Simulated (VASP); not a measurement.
The system is KMgF3.

```
CELL_PARAMETERS angstrom
3.98590 0.00000 0.00000
0.00000 3.98590 0.00000
0.00000 0.00000 3.98590
ATOMIC_POSITIONS crystal
K 0.50000 0.50000 0.50000
Mg 0.00000 0.00000 0.00000
F 0.50000 0.00000 0.00000
F 0.00000 0.50000 0.00000
F 0.00000 0.00000 0.50000
```

| Property | Result |
| --- | --- |
| Program | VASP 6.6.1 |
| Task | relaxation of cell and atoms |
| Functional | LDA |
| Potentials or basis | VASP PAW LDA potentials, release 64 (K_sv, Mg, F) |
| Cutoff | 600 eV |
| k mesh | 8 × 8 × 8 |
| Occupations | fermi-dirac, width 0.02 eV |
| Spin | no spin polarisation |

At the start: pressure -5.4 GPa; volume 12.67 Å³/atom.

Where does the relaxation end?

Over 3 steps the energy falls by 15.5 meV/atom and the volume is 11.80 Å³/atom (-6.8 %); space group Pm-3m (No. 221, to 0.1 Å) before and after.

The path:
```csv
step,energy change (eV),largest force (eV/Å),pressure (GPa),volume (Å³)
1,0.0000,0.0000,-5.36,63.33
2,-0.0763,0.0000,-0.80,59.52
3,-0.0777,0.0000,-0.02,58.99
```

Final structure:
```
CELL_PARAMETERS angstrom
3.89287 0.00000 0.00000
0.00000 3.89287 0.00000
0.00000 0.00000 3.89287
ATOMIC_POSITIONS crystal
K 0.50000 0.50000 0.50000
Mg 0.00000 0.00000 0.00000
F 0.50000 0.00000 0.00000
F 0.00000 0.50000 0.00000
F 0.00000 0.00000 0.50000
```
